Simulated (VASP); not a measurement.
# Pb (P6_3/mmc) in VASP: settings compared

Aim: see how the results for Pb move with the level of theory and the settings. Levels: PBE, PBEsol. Tasks: single point.

Program: VASP 6.6.1. These are calculated values, not measurements. Logs are shortened: lines on timing, memory, paths and dates and some standing lists are left out, and cuts for length are marked.

### Step 1. The cell of the first run

The structure is hexagonal, space group P6_3/mmc (No. 194). Conventional cell: a = 3.524 Å, b = 3.524 Å, c = 11.495 Å, α = 90.00°, β = 90.00°, γ = 120.00°. Within 4.6 Å of Pb (site symmetry -6m2) lie 12 Pb at 3.52 Å. Within 4.6 Å of Pb (site symmetry -3m) lie 12 Pb at 3.52 Å.

### Step 2. Single point, PBE

Contents of INCAR:

```
ALGO = Normal
EDIFF = 1E-6
ENCUT = 520
GGA = PE
ISIF = 2
ISMEAR = -1
LASPH = True
LCHARG = False
LREAL = False
LWAVE = False
NBANDS = 36
NELM = 100
PREC = Accurate
SIGMA = 0.05
```

Contents of KPOINTS:

```
k-points
0
Gamma
  9 9 3
```

Contents of POSCAR:

```
Pb
1.0
    3.5243661423      0.0000000000      0.0000000000
   -1.7621830712      3.0521906115      0.0000000000
    0.0000000000      0.0000000000     11.4952418100
Pb
4
Direct
    0.6666666667      0.3333333333      0.7500000000
    0.0000000000      0.0000000000      0.5000000000
    0.3333333333      0.6666666667      0.2500000000
    0.0000000000      0.0000000000      0.0000000000
```

Potentials or basis: VASP PAW PBE potentials, release 64 (Pb_d).

Command:

```bash
$ cat potpaw_PBE.64/Pb_d/POTCAR > POTCAR
$ mpirun -np 1 vasp_std > vasp.out
```

OUTCAR:

```text
EDIFF = 1E-6
   ENCUT = 520
   GGA = PE
   ISIF = 2
   ISMEAR = -1
   LASPH = True
   LREAL = False
   NELM = 100
   PREC = Accurate

 ion  position               nearest neighbor table
   1  0.667  0.333  0.750-   2 3.52   4 3.52   2 3.52   4 3.52   2 3.52   4 3.52
   2  0.000  0.000  0.500-   1 3.52   3 3.52   1 3.52   3 3.52   1 3.52   3 3.52
   3  0.333  0.667  0.250-   2 3.52   4 3.52   2 3.52   4 3.52   2 3.52   4 3.52
   4  0.000  0.000  0.000-   1 3.52   3 3.52   1 3.52   3 3.52   1 3.52   3 3.52

  LATTYP: Found a hexagonal cell.
 ALAT       =     3.5243661423
 C/A-ratio  =     3.2616480087

  Lattice vectors:

 A1 = (   3.5243661423,   0.0000000000,   0.0000000000)
 A2 = (  -1.7621830712,   3.0521906115,   0.0000000000)
 A3 = (   0.0000000000,   0.0000000000,  11.4952418100)

Analysis of symmetry for initial positions (statically):
=====================================================================
 Subroutine PRICEL returns:
 Original cell was already a primitive cell.

 Routine SETGRP: Setting up the symmetry group for a
 hexagonal supercell.

 Subroutine GETGRP returns: Found 24 space group operations
 (whereof 12 operations were pure point group operations)
 out of a pool of 24 trial point group operations.

The static configuration has the point symmetry D_3d.
 The point group associated with its full space group is D_6h.

Analysis of symmetry for dynamics (positions and initial velocities):
=====================================================================
 Subroutine PRICEL returns:
 Original cell was already a primitive cell.

 Routine SETGRP: Setting up the symmetry group for a
 hexagonal supercell.

 Subroutine GETGRP returns: Found 24 space group operations
 (whereof 12 operations were pure point group operations)
 out of a pool of 24 trial point group operations.

The dynamic configuration has the point symmetry D_3d.
 The point group associated with its full space group is D_6h.

 Subroutine INISYM returns: Found 24 space group operations
 (whereof 12 operations are pure point group operations),
 and found     1 'primitive' translations

----------------------------------------------------------------------------------------

                                     Primitive cell

  volume of cell :     123.6547

  direct lattice vectors                    reciprocal lattice vectors
     3.524366142  0.000000000  0.000000000     0.283738965  0.163816768  0.000000000
    -1.762183071  3.052190611  0.000000000     0.000000000  0.327633535  0.000000000
     0.000000000  0.000000000 11.495241810     0.000000000  0.000000000  0.086992515

  length of vectors
     3.524366142  3.524366142 11.495241810     0.327633535  0.327633535  0.086992515

  position of ions in fractional coordinates (direct lattice)
     0.666666667  0.333333333  0.750000000
     0.000000000  0.000000000  0.500000000
     0.333333333  0.666666667  0.250000000
     0.000000000  0.000000000  0.000000000

  ion indices of the primitive-cell ions
   primitive index   ion index
                 1           1
                 2           2
                 3           3
                 4           4

----------------------------------------------------------------------------------------

 KPOINTS: k-points

Automatic generation of k-mesh.
 Grid dimensions read from file:
 generate k-points for:    9    9    3

 Generating k-lattice:

  Cartesian coordinates                     Fractional coordinates (reciprocal lattice)
     0.031526552  0.018201863  0.000000000     0.111111111  0.000000000  0.000000000
     0.000000000  0.036403726  0.000000000     0.000000000  0.111111111  0.000000000
     0.000000000  0.000000000  0.028997505     0.000000000  0.000000000  0.333333333

  Length of vectors
     0.036403726  0.036403726  0.028997505

  Shift w.r.t. Gamma in fractional coordinates (k-lattice)
     0.000000000  0.000000000  0.000000000

 Subroutine IBZKPT returns following result:
 ===========================================

 Found     24 irreducible k-points:

 Following reciprocal coordinates:
            Coordinates               Weight
  0.000000  0.000000  0.000000      1.000000
  0.111111  0.000000  0.000000      6.000000
  0.222222  0.000000  0.000000      6.000000
  0.333333  0.000000  0.000000      6.000000
  0.444444  0.000000  0.000000      6.000000
  0.111111  0.111111  0.000000      6.000000
[... 16 lines left out ...]
  0.333333  0.222222  0.333333     24.000000
  0.333333  0.333333  0.333333      4.000000
   k-points           NKPTS =     24   k-points in BZ     NKDIM =     24   number of bands    NBANDS=     36
   number of dos      NEDOS =    301   number of ions     NIONS =      4
   total plane-waves  NPLWV =  70560
   dimension x,y,z NGX =    28 NGY =   28 NGZ =   90
   dimension x,y,z NGXF=    56 NGYF=   56 NGZF=  180
   ions per type =               4
   NGX,Y,Z   is equivalent  to a cutoff of  13.21, 13.21, 13.02 a.u.
   NGXF,Y,Z  is equivalent  to a cutoff of  26.42, 26.42, 26.03 a.u.
 SYSTEM =  unknown system
   PREC   = accura    normal or accurate (medium, high low for compatibility)
   ISTART =      0    job   : 0-new  1-cont  2-samecut
   ICHARG =      2    charge: 1-file 2-atom 10-const
   ISPIN  =      1    spin polarized calculation?
   LNONCOLLINEAR =      F non collinear calculations
   LSORBIT =      F    spin-orbit coupling
   LASPH  =      T    aspherical Exc in radial PAW
   ENCUT  =  520.0 eV  38.22 Ry    6.18 a.u.   6.55  6.55 21.37*2*pi/ulx,y,z
   NELM   =    100;   NELMIN=  2; NELMDL= -5     # of ELM steps
   EDIFF  = 0.1E-05   stopping-criterion for ELM
   LREAL  =      F    real-space projection
   EDIFFG = 0.1E-04   stopping-criterion for IOM
   NSW    =      0    number of steps for IOM
   IBRION =     -1    ionic relax: 0-MD 1-quasi-New 2-CG
   NFREE  =      0    steps in history (QN), initial steepest desc. (CG)
   ISIF   =      2    stress and relaxation
   ISYM   =      2    0-nonsym 1-usesym 2-fastsym
   POTIM  = 0.5000    time-step for ionic-motion
   TEBEG  =    0.0;   TEEND  =   0.0 temperature during run
   PSTRESS=    0.0 pullay stress
   NELECT =      56.0000    total number of electrons
   NUPDOWN=      -1.0000    fix difference up-down
   EMIN   =  10.00;   EMAX   =-10.00  energy-range for DOS
   EFERMI =   0.00;   METHOD = LEGACY
   ISMEAR =    -1;   SIGMA  =   0.05  broadening in eV -4-tet -1-fermi 0-gaus
   EFERMI_NEDOS =   21; number of points for ismear=-14 and -15
   IALGO  =     38    algorithm
   IMIX   =      4    mixing-type and parameters
     AMIX     =   0.40;   BMIX     =  1.00
     AMIX_MAG =   1.60;   BMIX_MAG =  1.00
  volume/ion in A,a.u.               =      30.91       208.62
  Fermi-wavevector in a.u.,A,eV,Ry     =   1.257189  2.375743 21.504338  1.580524
  Thomas-Fermi vector in A             =   2.390860
   LORBIT       =      0    0 simple, 1 ext, 2 COOP (PROOUT), +10 PAW based schemes
   GGA     = PE    functional components
   LHFCALC =     F    Hartree Fock is set to
   AEXX    =    0.0000 exact exchange contribution
   IVDW    =     0    specifies the selected vdW correction
   LEPSILON=     F    determine dielectric tensor
   LRPA    =     F    only Hartree local field effects (RPA)
 non-spin polarized calculation
  energy-cutoff  :      520.00
  volume of cell :      123.65
 maximum number of plane-waves:      3379
 NGX is ok and might be reduce to    28
   NGX = 13   NGY = 13   NGZ = 43

 number of electron      56.0000006 magnetization

 Free energy of the ion-electron system (eV)
  ---------------------------------------------------
  ext. energy  EPLUGINS =         0.00000000
  ---------------------------------------------------
  free energy    TOTEN  =       -14.25897996 eV

  energy without entropy =      -14.24970427  energy(sigma->0) =      -14.25434211

 E-fermi :   7.0461     XC(G=0): -10.0942

 val. band max:        6.9921684483   @ k =   0.3333   0.0000   0.3333
 cond. band min:       7.2247230467   @ k =   0.4444   0.1111   0.0000
 fundamental gap:      0.2325545984
 Fermi energy:         7.0461225465

 k-point     1 :       0.0000    0.0000    0.0000
  band No.  band energies     occupation
      1     -10.0377      2.00000
      2     -10.0289      2.00000
      3     -10.0099      2.00000
      4     -10.0099      2.00000
      5      -9.9912      2.00000
      6      -9.9912      2.00000
[... 28 lines left out ...]
     35      14.2853      0.00000
     36      14.4021      0.00000

 k-point     2 :       0.1111    0.0000    0.0000
  band No.  band energies     occupation
      1     -10.0339      2.00000
      2     -10.0295      2.00000
      3     -10.0059      2.00000
      4     -10.0004      2.00000
      5      -9.9902      2.00000
      6      -9.9843      2.00000
[... 28 lines left out ...]
     35      14.1359      0.00000
     36      14.4085      0.00000

 k-point     3 :       0.2222    0.0000    0.0000
  band No.  band energies     occupation
      1     -10.0688      2.00000
      2     -10.0490      2.00000
      3     -10.0194      2.00000
      4      -9.9959      2.00000
      5      -9.9776      2.00000
      6      -9.9586      2.00000
[... 28 lines left out ...]
     35      13.0429      0.00000
     36      13.8729      0.00000
[... 742 lines left out ...]
 k-point    23 :       0.3333    0.2222    0.3333
  band No.  band energies     occupation
      1     -10.0625      2.00000
      2     -10.0550      2.00000
      3     -10.0153      2.00000
      4     -10.0078      2.00000
      5      -9.9888      2.00000
      6      -9.9824      2.00000
[... 28 lines left out ...]
     35      10.6089      0.00000
     36      11.2346      0.00000

 k-point    24 :       0.3333    0.3333    0.3333
  band No.  band energies     occupation
      1     -10.0548      2.00000
      2     -10.0548      2.00000
      3     -10.0246      2.00000
      4      -9.9912      2.00000
      5      -9.9499      2.00000
      6      -9.9499      2.00000
[... 28 lines left out ...]
     35      10.0306      0.00000
     36      10.8667      0.00000

------------------------ aborting loop because EDIFF is reached ----------------------------------------

  FORCE on cell =-STRESS in cart. coord.  units (eV):
  Direction    XX          YY          ZZ          XY          YZ          ZX
  --------------------------------------------------------------------------------------
  -------------------------------------------------------------------------------------
  Total        0.7949204      0.7949204      1.1503335     -0.0000000      0.0000000      0.0000000
  in kB       10.2996727     10.2996727     14.9047115     -0.0000000      0.0000000      0.0000000
  external PRESSURE =      11.8346857 kB  Pullay stress =       0.0000000 kB

 VOLUME and BASIS-vectors are now :
 -----------------------------------------------------------------------------
  energy-cutoff  :      520.00
  volume of cell :      123.65
      direct lattice vectors                 reciprocal lattice vectors
     3.524366142  0.000000000  0.000000000     0.283738965  0.163816768  0.000000000
    -1.762183071  3.052190611  0.000000000     0.000000000  0.327633535  0.000000000
     0.000000000  0.000000000 11.495241810     0.000000000  0.000000000  0.086992515

 POSITION                                       TOTAL-FORCE (eV/Angst)
 -----------------------------------------------------------------------------------
      1.76218      1.01740      8.62143         0.000000      0.000000      0.000000
      0.00000      0.00000      5.74762         0.000000      0.000000      0.000000
     -0.00000      2.03479      2.87381         0.000000      0.000000     -0.000000
      0.00000      0.00000      0.00000         0.000000      0.000000      0.000000
 -----------------------------------------------------------------------------------
    total drift:                                0.000000     -0.000000      0.000000

  FREE ENERGIE OF THE ION-ELECTRON SYSTEM (eV)
  ---------------------------------------------------
  free  energy   TOTEN  =       -14.2589799615 eV

  energy  without entropy=      -14.2497042654  energy(sigma->0) =      -14.25434211
```

It took 2.6 min on 1 thread of Intel Xeon Platinum 8488C (Sapphire Rapids), shared host; peak memory 0.28 GiB.

What came out:

| Quantity | Value |
| --- | --- |
| Free energy | -14.2590 eV |
| Pressure | 1.2 GPa |
| Band gap on the k mesh | zero (band 28 reaches 12.62 eV, above the bottom of band 29 at 5.04 eV) |

Levels at points of the mesh, in eV from the Fermi level:
```tsv
k point	band 26	band 27	band 28	band 29	band 30	band 31
(0.00, 0.00, 0.00)	0.75	0.76	5.47	5.47	6.24	6.24
```

Caveat: spin-orbit coupling is left out, which moves the levels of the heavy elements.

### Step 3. Single point, PBE

This run uses another cell than the first one, of 31.53 Å³/atom, 1.020 times its volume.

Contents of INCAR:

```
SYSTEM = Pb
ALGO     = Normal         ! electronic algorithm
EDIFF    = 1E-7           ! SCF threshold, eV
ENCUT    = 520            ! plane-wave cutoff, eV
GGA      = PE             ! functional
ISIF     = 2              ! what is computed and relaxed
ISMEAR   = -1             ! smearing method
LASPH    = .TRUE.         ! aspherical terms in the spheres
LCHARG   = .FALSE.        ! write CHGCAR
LREAL    = .FALSE.        ! projectors in reciprocal space
LWAVE    = .FALSE.        ! write WAVECAR
NBANDS   = 36             ! bands
NELM     = 100            ! most SCF steps
PREC     = Accurate       ! precision mode
SIGMA    = 0.05           ! smearing width, eV
```

Contents of KPOINTS:

```
k-points
0
G
  9 9 3
  0 0 0
```

Contents of POSCAR:

```
Pb
1.0
    3.5477069956      0.0000000000      0.0000000000
   -1.7738534979      3.0724043834      0.0000000000
    0.0000000000      0.0000000000     11.5713714578
Pb
4
Direct
    0.6666666667      0.3333333333      0.7500000000
    0.0000000000      0.0000000000      0.5000000000
    0.3333333333      0.6666666667      0.2500000000
    0.0000000000      0.0000000000      0.0000000000
```

Potentials or basis: VASP PAW PBE potentials, release 64 (Pb_d).

Command:

```bash
$ cat potpaw_PBE.64/Pb_d/POTCAR > POTCAR
$ mpirun -np 1 vasp_std > vasp.out
```

OUTCAR:

```text
SYSTEM = Pb
   EDIFF = 1E-7
   ENCUT = 520
   GGA = PE
   ISIF = 2
   ISMEAR = -1
   LASPH = .TRUE.
   LREAL = .FALSE.
   NELM = 100
   PREC = Accurate

 ion  position               nearest neighbor table
   1  0.667  0.333  0.750-   2 3.54   4 3.54   2 3.54   4 3.54   2 3.54   4 3.54
   2  0.000  0.000  0.500-   1 3.54   3 3.54   1 3.54   3 3.54   1 3.54   3 3.54
   3  0.333  0.667  0.250-   2 3.54   4 3.54   2 3.54   4 3.54   2 3.54   4 3.54
   4  0.000  0.000  0.000-   1 3.54   3 3.54   1 3.54   3 3.54   1 3.54   3 3.54

  LATTYP: Found a hexagonal cell.
 ALAT       =     3.5477069956
 C/A-ratio  =     3.2616480087
[... 1133 lines left out ...]
  --------------------------------------------------------------------------------------
  -------------------------------------------------------------------------------------
  Total        0.1361079      0.1361079      0.4527638     -0.0000000      0.0000000      0.0000000
  in kB        1.7289519      1.7289519      5.7513705     -0.0000000      0.0000000      0.0000000
  external PRESSURE =       3.0697581 kB  Pullay stress =       0.0000000 kB

 VOLUME and BASIS-vectors are now :
 -----------------------------------------------------------------------------
  energy-cutoff  :      520.00
  volume of cell :      126.13
      direct lattice vectors                 reciprocal lattice vectors
     3.547706996  0.000000000  0.000000000     0.281872207  0.162738994  0.000000000
    -1.773853498  3.072404383  0.000000000     0.000000000  0.325477989  0.000000000
     0.000000000  0.000000000 11.571371458     0.000000000  0.000000000  0.086420180

 POSITION                                       TOTAL-FORCE (eV/Angst)
 -----------------------------------------------------------------------------------
      1.77385      1.02413      8.67853         0.000000      0.000000      0.000000
      0.00000      0.00000      5.78569        -0.000000      0.000000      0.000000
     -0.00000      2.04827      2.89284        -0.000000      0.000000      0.000000
      0.00000      0.00000      0.00000        -0.000000      0.000000      0.000000
 -----------------------------------------------------------------------------------
    total drift:                                0.000000     -0.000000      0.000000

  FREE ENERGIE OF THE ION-ELECTRON SYSTEM (eV)
  ---------------------------------------------------
  free  energy   TOTEN  =       -14.2716888800 eV

  energy  without entropy=      -14.2622461111  energy(sigma->0) =      -14.26696750
```

It took 2.7 min on 1 thread of Intel Xeon Platinum 8488C (Sapphire Rapids), shared host; peak memory 0.28 GiB.

What came out:

```
Free energy            : -14.2717 eV
Pressure               : 0.3 GPa
Band gap on the k mesh : zero (band 28 reaches 12.29 eV, above the bottom of band 29 at 4.88 eV)
```

Caveat: spin-orbit coupling is left out, which moves the levels of the heavy elements.

(Part 1 of 2 ends here.)
